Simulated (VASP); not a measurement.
# FeSi (P2_13) in VASP: further runs

Runs on FeSi. Level: PBE. Tasks: single point.

Everything below comes from runs of VASP 6.6.1. Logs are shortened: lines on timing, memory, paths and dates and some standing lists are left out, and cuts for length are marked.

### Step 1. The cell of the first run

The structure is cubic, space group P2_13 (No. 198). The conventional cell has a = 4.403 Å, b = 4.403 Å, c = 4.403 Å, α = 90.00°, β = 90.00°, γ = 90.00°. Fe (site symmetry 3) has 7 Si at 2.25 to 2.47 Å and 6 Fe at 2.70 Å within 3.0 Å. Si (site symmetry 3) has 7 Fe at 2.25 to 2.47 Å and 6 Si at 2.73 Å within 3.0 Å.

### Step 2. Single point, PBE

INCAR

```
SYSTEM = FeSi
PREC = Accurate ; ENCUT = 520
EDIFF = 1E-7 ; ISMEAR = 0
SIGMA = 0.01 ; LREAL = .False.
LASPH = .True. ; NELM = 100
ALGO = Normal ; ISIF = 2
LWAVE = .False. ; LCHARG = .False.
GGA = PE ; NBANDS = 34
```

KPOINTS

```
regular mesh
0
Gamma
  6 6 6
  0 0 0
```

POSCAR

```
FeSi
1.0
    4.4030528928      0.0000000000      0.0000000000
    0.0000000000      4.4030528928      0.0000000000
    0.0000000000      0.0000000000      4.4030528928
Fe Si
4 4
Direct
    0.1366600336      0.1366600336      0.1366600336
    0.3633399664      0.8633399664      0.6366600336
    0.6366600336      0.3633399664      0.8633399664
    0.8633399664      0.6366600336      0.3633399664
    0.8411319744      0.8411319744      0.8411319744
    0.6588680256      0.1588680256      0.3411319744
    0.3411319744      0.6588680256      0.1588680256
    0.1588680256      0.3411319744      0.6588680256
```

Potentials or basis: VASP PAW PBE potentials, release 64 (Fe, Si).

Started as:

```console
$ cat potpaw_PBE.64/Fe/POTCAR potpaw_PBE.64/Si/POTCAR > POTCAR
$ mpirun -np 1 vasp_std > vasp.out
```

OUTCAR:

```text
SYSTEM = FeSi
   PREC = Accurate
   ENCUT = 520
   EDIFF = 1E-7
   ISMEAR = 0
   LREAL = .False.
   LASPH = .True.
   NELM = 100
   ISIF = 2
   GGA = PE

 ion  position               nearest neighbor table
   1  0.137  0.137  0.137-   5 2.25   6 2.29   7 2.29   8 2.29   7 2.47   8 2.47   6 2.47   3 2.70
                             4 2.70   2 2.70   2 2.70   4 2.70   3 2.70
   2  0.363  0.863  0.637-   6 2.25   5 2.29   7 2.29   8 2.29   7 2.47   8 2.47   5 2.47   1 2.70
                             1 2.70   3 2.70   3 2.70   4 2.70   4 2.70
   3  0.637  0.363  0.863-   7 2.25   6 2.29   5 2.29   8 2.29   8 2.47   6 2.47   5 2.47   1 2.70
                             4 2.70   2 2.70   2 2.70   4 2.70   1 2.70
   4  0.863  0.637  0.363-   8 2.25   6 2.29   7 2.29   5 2.29   6 2.47   5 2.47   7 2.47   1 2.70
                             3 2.70   2 2.70   1 2.70   2 2.70   3 2.70
   5  0.841  0.841  0.841-   1 2.25   2 2.29   3 2.29   4 2.29   3 2.47   4 2.47   2 2.47   7 2.73
                             7 2.73   8 2.73   6 2.73   8 2.73   6 2.73
   6  0.659  0.159  0.341-   2 2.25   1 2.29   3 2.29   4 2.29   3 2.47   4 2.47   1 2.47   8 2.73
                             8 2.73   7 2.73   7 2.73   5 2.73   5 2.73
   7  0.341  0.659  0.159-   3 2.25   2 2.29   1 2.29   4 2.29   4 2.47   2 2.47   1 2.47   5 2.73
                             5 2.73   8 2.73   8 2.73   6 2.73   6 2.73
   8  0.159  0.341  0.659-   4 2.25   2 2.29   3 2.29   1 2.29   2 2.47   1 2.47   3 2.47   6 2.73
                             6 2.73   7 2.73   5 2.73   7 2.73   5 2.73

  LATTYP: Found a simple cubic cell.
 ALAT       =     4.4030528928

  Lattice vectors:

 A1 = (   4.4030528928,   0.0000000000,   0.0000000000)
 A2 = (   0.0000000000,   4.4030528928,   0.0000000000)
 A3 = (   0.0000000000,   0.0000000000,   4.4030528928)

Analysis of symmetry for initial positions (statically):
=====================================================================
 Subroutine PRICEL returns:
 Original cell was already a primitive cell.

 Routine SETGRP: Setting up the symmetry group for a
 simple cubic supercell.

 Subroutine GETGRP returns: Found 12 space group operations
 (whereof  3 operations were pure point group operations)
 out of a pool of 48 trial point group operations.

The static configuration has the point symmetry C_3 .
 The point group associated with its full space group is T   .

Analysis of symmetry for dynamics (positions and initial velocities):
=====================================================================
 Subroutine PRICEL returns:
 Original cell was already a primitive cell.

 Routine SETGRP: Setting up the symmetry group for a
 simple cubic supercell.

 Subroutine GETGRP returns: Found 12 space group operations
 (whereof  3 operations were pure point group operations)
 out of a pool of 48 trial point group operations.

The dynamic configuration has the point symmetry C_3 .
 The point group associated with its full space group is T   .

 Subroutine INISYM returns: Found 12 space group operations
 (whereof  3 operations are pure point group operations),
 and found     1 'primitive' translations

----------------------------------------------------------------------------------------

                                     Primitive cell

  volume of cell :      85.3614

  direct lattice vectors                    reciprocal lattice vectors
     4.403052893  0.000000000  0.000000000     0.227115146  0.000000000  0.000000000
     0.000000000  4.403052893  0.000000000     0.000000000  0.227115146  0.000000000
     0.000000000  0.000000000  4.403052893     0.000000000  0.000000000  0.227115146

  length of vectors
     4.403052893  4.403052893  4.403052893     0.227115146  0.227115146  0.227115146

  position of ions in fractional coordinates (direct lattice)
     0.136660034  0.136660034  0.136660034
     0.363339966  0.863339966  0.636660034
     0.636660034  0.363339966  0.863339966
     0.863339966  0.636660034  0.363339966
     0.841131974  0.841131974  0.841131974
     0.658868026  0.158868026  0.341131974
     0.341131974  0.658868026  0.158868026
     0.158868026  0.341131974  0.658868026

  ion indices of the primitive-cell ions
   primitive index   ion index
                 1           1
                 2           2
                 3           3
                 4           4
                 5           5
                 6           6
                 7           7
                 8           8

----------------------------------------------------------------------------------------

 KPOINTS: regular mesh

Automatic generation of k-mesh.
 Grid dimensions read from file:
 generate k-points for:    6    6    6

 Generating k-lattice:

  Cartesian coordinates                     Fractional coordinates (reciprocal lattice)
     0.037852524  0.000000000  0.000000000     0.166666667  0.000000000  0.000000000
     0.000000000  0.037852524  0.000000000     0.000000000  0.166666667  0.000000000
     0.000000000  0.000000000  0.037852524     0.000000000  0.000000000  0.166666667

  Length of vectors
     0.037852524  0.037852524  0.037852524

  Shift w.r.t. Gamma in fractional coordinates (k-lattice)
     0.000000000  0.000000000  0.000000000

 Subroutine IBZKPT returns following result:
 ===========================================

 Found     24 irreducible k-points:

 Following reciprocal coordinates:
            Coordinates               Weight
  0.000000  0.000000  0.000000      1.000000
  0.166667  0.000000  0.000000      6.000000
  0.333333  0.000000  0.000000      6.000000
  0.500000  0.000000  0.000000      3.000000
  0.166667  0.166667  0.000000     12.000000
  0.333333  0.166667  0.000000     12.000000
[... 16 lines left out ...]
  0.500000  0.500000  0.333333      6.000000
  0.500000  0.500000  0.500000      1.000000
   k-points           NKPTS =     24   k-points in BZ     NKDIM =     24   number of bands    NBANDS=     34
   number of dos      NEDOS =    301   number of ions     NIONS =      8
   total plane-waves  NPLWV =  46656
   dimension x,y,z NGX =    36 NGY =   36 NGZ =   36
   dimension x,y,z NGXF=    72 NGYF=   72 NGZF=   72
   ions per type =               4   4
   NGX,Y,Z   is equivalent  to a cutoff of  13.59, 13.59, 13.59 a.u.
   NGXF,Y,Z  is equivalent  to a cutoff of  27.19, 27.19, 27.19 a.u.
 SYSTEM =  FeSi
   PREC   = accura    normal or accurate (medium, high low for compatibility)
   ISTART =      0    job   : 0-new  1-cont  2-samecut
   ICHARG =      2    charge: 1-file 2-atom 10-const
   ISPIN  =      1    spin polarized calculation?
   LNONCOLLINEAR =      F non collinear calculations
   LSORBIT =      F    spin-orbit coupling
   LASPH  =      T    aspherical Exc in radial PAW
   ENCUT  =  520.0 eV  38.22 Ry    6.18 a.u.   8.19  8.19  8.19*2*pi/ulx,y,z
   NELM   =    100;   NELMIN=  2; NELMDL= -5     # of ELM steps
   EDIFF  = 0.1E-06   stopping-criterion for ELM
   LREAL  =      F    real-space projection
   EDIFFG = 0.1E-05   stopping-criterion for IOM
   NSW    =      0    number of steps for IOM
   IBRION =     -1    ionic relax: 0-MD 1-quasi-New 2-CG
   NFREE  =      0    steps in history (QN), initial steepest desc. (CG)
   ISIF   =      2    stress and relaxation
   ISYM   =      2    0-nonsym 1-usesym 2-fastsym
   POTIM  = 0.5000    time-step for ionic-motion
   TEBEG  =    0.0;   TEEND  =   0.0 temperature during run
   PSTRESS=    0.0 pullay stress
   NELECT =      48.0000    total number of electrons
   NUPDOWN=      -1.0000    fix difference up-down
   EMIN   =  10.00;   EMAX   =-10.00  energy-range for DOS
   EFERMI =   0.00;   METHOD = LEGACY
   ISMEAR =     0;   SIGMA  =   0.01  broadening in eV -4-tet -1-fermi 0-gaus
   EFERMI_NEDOS =   21; number of points for ismear=-14 and -15
   IALGO  =     38    algorithm
   IMIX   =      4    mixing-type and parameters
     AMIX     =   0.40;   BMIX     =  1.00
     AMIX_MAG =   1.60;   BMIX_MAG =  1.00
  volume/ion in A,a.u.               =      10.67        72.01
  Fermi-wavevector in a.u.,A,eV,Ry     =   1.351247  2.553486 24.842441  1.825868
  Thomas-Fermi vector in A             =   2.478684
   LORBIT       =      0    0 simple, 1 ext, 2 COOP (PROOUT), +10 PAW based schemes
   GGA     = PE    functional components
   LHFCALC =     F    Hartree Fock is set to
   AEXX    =    0.0000 exact exchange contribution
   IVDW    =     0    specifies the selected vdW correction
   LEPSILON=     F    determine dielectric tensor
   LRPA    =     F    only Hartree local field effects (RPA)
 non-spin polarized calculation
 Gauss-broadening in eV      SIGMA  =   0.01
  energy-cutoff  :      520.00
  volume of cell :       85.36
 maximum number of plane-waves:      2325
 NGX is ok and might be reduce to    36
   NGX = 17   NGY = 17   NGZ = 17

 number of electron      48.0000004 magnetization

 Free energy of the ion-electron system (eV)
  ---------------------------------------------------
  ext. energy  EPLUGINS =         0.00000000
  ---------------------------------------------------
  free energy    TOTEN  =       -58.72191178 eV

  energy without entropy =      -58.72191178  energy(sigma->0) =      -58.72191178

 E-fermi :  10.1593     XC(G=0): -12.9518

 val. band max:       10.1134678419   @ k =   0.5000   0.0000   0.0000
 cond. band min:      10.2886895061   @ k =  -0.1667   0.3333   0.0000
 fundamental gap:      0.1752216642
 Fermi energy:        10.1593243394

 k-point     1 :       0.0000    0.0000    0.0000
  band No.  band energies     occupation
      1      -3.3630      2.00000
      2       2.0963      2.00000
      3       2.0963      2.00000
      4       2.0963      2.00000
      5       4.9471      2.00000
      6       4.9471      2.00000
[... 26 lines left out ...]
     33      14.5724      0.00000
     34      14.5724      0.00000

 k-point     2 :       0.1667    0.0000    0.0000
  band No.  band energies     occupation
      1      -3.1522      2.00000
      2       1.0188      2.00000
      3       2.2180      2.00000
      4       2.8427      2.00000
      5       4.3496      2.00000
      6       5.0743      2.00000
[... 26 lines left out ...]
     33      14.7749      0.00000
     34      14.8307      0.00000

 k-point     3 :       0.3333    0.0000    0.0000
  band No.  band energies     occupation
      1      -2.5331      2.00000
      2      -0.3008      2.00000
      3       2.5674      2.00000
      4       3.3576      2.00000
      5       4.0678      2.00000
      6       5.1509      2.00000
[... 26 lines left out ...]
     33      15.1056      0.00000
     34      15.1766      0.00000

 k-point     4 :       0.5000    0.0000    0.0000
  band No.  band energies     occupation
      1      -1.5506      2.00000
      2      -1.5506      2.00000
      3       3.0742      2.00000
      4       3.0742      2.00000
      5       4.5270      2.00000
      6       4.5270      2.00000
[... 26 lines left out ...]
     33      15.3385      0.00000
     34      15.3385      0.00000

 k-point     5 :       0.1667    0.1667    0.0000
  band No.  band energies     occupation
      1      -2.9434      2.00000
      2       0.8716      2.00000
      3       1.7446      2.00000
      4       3.1842      2.00000
      5       4.2325      2.00000
      6       5.0074      2.00000
[... 621 lines left out ...]
 k-point    22 :       0.5000    0.3333    0.3333
  band No.  band energies     occupation
      1      -0.1840      2.00000
      2      -0.1840      2.00000
      3       1.5070      2.00000
      4       1.5070      2.00000
      5       3.3432      2.00000
      6       3.3432      2.00000
[... 26 lines left out ...]
     33      16.1299      0.00000
     34      16.1305      0.00000

 k-point    23 :       0.5000    0.5000    0.3333
  band No.  band energies     occupation
      1       0.2783      2.00000
      2       0.2783      2.00000
      3       1.1156      2.00000
      4       1.1156      2.00000
      5       3.4074      2.00000
      6       3.4074      2.00000
[... 26 lines left out ...]
     33      16.5057      0.00000
     34      16.5057      0.00000

 k-point    24 :       0.5000    0.5000    0.5000
  band No.  band energies     occupation
      1       0.8699      2.00000
      2       0.8699      2.00000
      3       0.8699      2.00000
      4       0.8699      2.00000
      5       3.5057      2.00000
      6       3.5057      2.00000
[... 26 lines left out ...]
     33      16.4472      0.00000
     34      16.4472      0.00000

------------------------ aborting loop because EDIFF is reached ----------------------------------------

  FORCE on cell =-STRESS in cart. coord.  units (eV):
  Direction    XX          YY          ZZ          XY          YZ          ZX
  --------------------------------------------------------------------------------------
  -------------------------------------------------------------------------------------
  Total        4.0133307      4.0133307      4.0133307     -0.0000000      0.0000000      0.0000000
  in kB       75.3275469     75.3275469     75.3275469     -0.0000000      0.0000000      0.0000000
  external PRESSURE =      75.3275469 kB  Pullay stress =       0.0000000 kB

 VOLUME and BASIS-vectors are now :
 -----------------------------------------------------------------------------
  energy-cutoff  :      520.00
  volume of cell :       85.36
      direct lattice vectors                 reciprocal lattice vectors
     4.403052893  0.000000000  0.000000000     0.227115146  0.000000000  0.000000000
     0.000000000  4.403052893  0.000000000     0.000000000  0.227115146  0.000000000
     0.000000000  0.000000000  4.403052893     0.000000000  0.000000000  0.227115146

 POSITION                                       TOTAL-FORCE (eV/Angst)
 -----------------------------------------------------------------------------------
      0.60172      0.60172      0.60172         0.059455      0.059455      0.059455
      1.59981      3.80133      2.80325        -0.059455     -0.059455      0.059455
      2.80325      1.59981      3.80133         0.059455     -0.059455     -0.059455
      3.80133      2.80325      1.59981        -0.059455      0.059455     -0.059455
      3.70355      3.70355      3.70355         0.008909      0.008909      0.008909
      2.90103      0.69950      1.50202        -0.008909     -0.008909      0.008909
      1.50202      2.90103      0.69950         0.008909     -0.008909     -0.008909
      0.69950      1.50202      2.90103        -0.008909      0.008909     -0.008909
 -----------------------------------------------------------------------------------
    total drift:                               -0.000001     -0.000001     -0.000000

  FREE ENERGIE OF THE ION-ELECTRON SYSTEM (eV)
  ---------------------------------------------------
  free  energy   TOTEN  =       -58.7219117834 eV

  energy  without entropy=      -58.7219117834  energy(sigma->0) =      -58.72191178
```

Run time: 40 s. Hardware: 1 thread of Intel Xeon 6975P-C (Granite Rapids), shared host; peak memory 0.23 GiB.

Results:

| Quantity | Value |
| --- | --- |
| Free energy | -58.7219 eV |
| Pressure | 7.5 GPa |
| Largest force | 0.103 eV/Å |
| Band gap on the k mesh | 0.18 eV |

Forces in eV/Å, atoms in the order of the input:
```
Fe   0.059  0.059  0.059
Fe  -0.059 -0.059  0.059
Fe   0.059 -0.059 -0.059
Fe  -0.059  0.059 -0.059
Si   0.009  0.009  0.009
Si  -0.009 -0.009  0.009
Si   0.009 -0.009 -0.009
Si  -0.009  0.009 -0.009
```

Levels at points of the mesh, in eV from the valence-band top:
| k point | band 22 | band 23 | band 24 | band 25 | band 26 | band 27 |
| --- | --- | --- | --- | --- | --- | --- |
| (0.00, 0.00, 0.00) | -0.29 | -0.04 | -0.04 | 0.70 | 0.70 | 0.70 |
| (0.50, 0.00, 0.00) | -0.39 | 0.00 | 0.00 | 0.21 | 0.21 | 1.79 |
| (0.50, 0.50, 0.00) | -1.05 | -0.37 | -0.37 | 0.67 | 0.67 | 1.37 |
| (0.50, 0.50, 0.50) | -0.70 | -0.70 | -0.70 | 0.53 | 0.53 | 0.53 |

Caveat: the cell stands under pressure.

### Step 3. Single point, PBE (10.67 Å³/atom)

INCAR

```
PREC = Accurate ; ENCUT = 520
EDIFF = 1E-6 ; ISMEAR = 0
SIGMA = 0.01 ; LREAL = False
LASPH = True ; NELM = 60
ALGO = Normal ; ISIF = 2
LWAVE = False ; LCHARG = False
GGA = PE ; NBANDS = 34
```

KPOINTS

```
regular mesh
0
Gamma
  6 6 6
```

POSCAR

```
FeSi
1.0
    4.4031176588      0.0000000000      0.0000000000
    0.0000000000      4.4031176588      0.0000000000
    0.0000000000      0.0000000000      4.4031176588
Fe Si
4 4
Direct
    0.1360028767      0.1360028767      0.1360028767
    0.3639971233      0.8639971233      0.6360028767
    0.6360028767      0.3639971233      0.8639971233
    0.8639971233      0.6360028767      0.3639971233
    0.8407333115      0.8407333115      0.8407333115
    0.6592666885      0.1592666885      0.3407333115
    0.3407333115      0.6592666885      0.1592666885
    0.1592666885      0.3407333115      0.6592666885
```

Potentials or basis: VASP PAW PBE potentials, release 64 (Fe, Si).

Started as:

```console
$ cat potpaw_PBE.64/Fe/POTCAR potpaw_PBE.64/Si/POTCAR > POTCAR
$ mpirun -np 1 vasp_std > vasp.out
```

Run time: 41 s. Hardware: 1 thread of Intel Xeon 6975P-C (Granite Rapids), shared host; peak memory 0.22 GiB.

Results (log left out):

```
Free energy            : -58.7189 eV
Pressure               : 7.7 GPa
Largest force          : 0.165 eV/Å
Band gap on the k mesh : 0.18 eV
```

Forces in eV/Å, atoms in the order of the input:
```
Fe   0.095  0.095  0.095
Fe  -0.095 -0.095  0.095
Fe   0.095 -0.095 -0.095
Fe  -0.095  0.095 -0.095
Si   0.035  0.035  0.035
Si  -0.035 -0.035  0.035
Si   0.035 -0.035 -0.035
Si  -0.035  0.035 -0.035
```

Levels at points of the mesh, in eV from the valence-band top:
```csv
k point,band 22,band 23,band 24,band 25,band 26,band 27
"(0.00, 0.00, 0.00)",-0.29,-0.04,-0.04,0.71,0.71,0.71
"(0.50, 0.00, 0.00)",-0.39,0.00,0.00,0.22,0.22,1.80
"(0.50, 0.50, 0.00)",-1.05,-0.37,-0.37,0.68,0.68,1.37
"(0.50, 0.50, 0.50)",-0.69,-0.69,-0.69,0.53,0.53,0.53
```

Caveat: the cell stands under pressure. A k mesh can miss the band edges.

### Step 4. Single point, PBE

This run uses another cell than the first one, of 11.00 Å³/atom.

INCAR

```
SYSTEM = FeSi
PREC = Accurate
ENCUT = 520
EDIFF = 1E-6
ISMEAR = 0
SIGMA = 0.01
LREAL = .FALSE.
LASPH = .TRUE.
NELM = 100
ALGO = Normal
ISIF = 2
LWAVE = .FALSE.
LCHARG = .FALSE.
GGA = PE
NBANDS = 34
```

KPOINTS

```
regular mesh
0
G
  6 6 6
  0 0 0
```

Changes to POSCAR since step 3:

```diff
@@ -2,5 +2,5 @@
 1.0
-    4.4031176588      0.0000000000      0.0000000000
-    0.0000000000      4.4031176588      0.0000000000
-    0.0000000000      0.0000000000      4.4031176588
+    4.4480505342      0.0000000000      0.0000000000
+    0.0000000000      4.4480505342      0.0000000000
+    0.0000000000      0.0000000000      4.4480505342
 Fe Si
```

Started as:

```console
$ cat potpaw_PBE.64/Fe/POTCAR potpaw_PBE.64/Si/POTCAR > POTCAR
$ mpirun -np 1 vasp_std > vasp.out
```

It took 48 s on 1 thread of Intel Xeon 6975P-C (Granite Rapids), shared host; peak memory 0.23 GiB.

The run converged. Its results:

| Quantity | Value |
| --- | --- |
| Free energy | -58.7821 eV |
| Pressure | 0.2 GPa |
| Largest force | 0.034 eV/Å |
| Band gap on the k mesh | 0.17 eV |

Forces in eV/Å, atoms in the order of the input:
```
Fe   0.020  0.020  0.020
Fe  -0.020 -0.020  0.020
Fe   0.020 -0.020 -0.020
Fe  -0.020  0.020 -0.020
Si   0.000  0.000  0.000
Si   0.000  0.000  0.000
Si   0.000  0.000  0.000
Si   0.000  0.000  0.000
```

Levels at points of the mesh, in eV from the valence-band top:
| k point | band 22 | band 23 | band 24 | band 25 | band 26 | band 27 |
| --- | --- | --- | --- | --- | --- | --- |
| (0.00, 0.00, 0.00) | -0.28 | -0.03 | -0.03 | 0.67 | 0.67 | 0.67 |
| (0.50, 0.00, 0.00) | -0.37 | 0.00 | 0.00 | 0.21 | 0.21 | 1.73 |
| (0.50, 0.50, 0.00) | -1.00 | -0.35 | -0.35 | 0.65 | 0.65 | 1.31 |
| (0.50, 0.50, 0.50) | -0.66 | -0.66 | -0.66 | 0.51 | 0.51 | 0.51 |

[end of part 1 of 2]
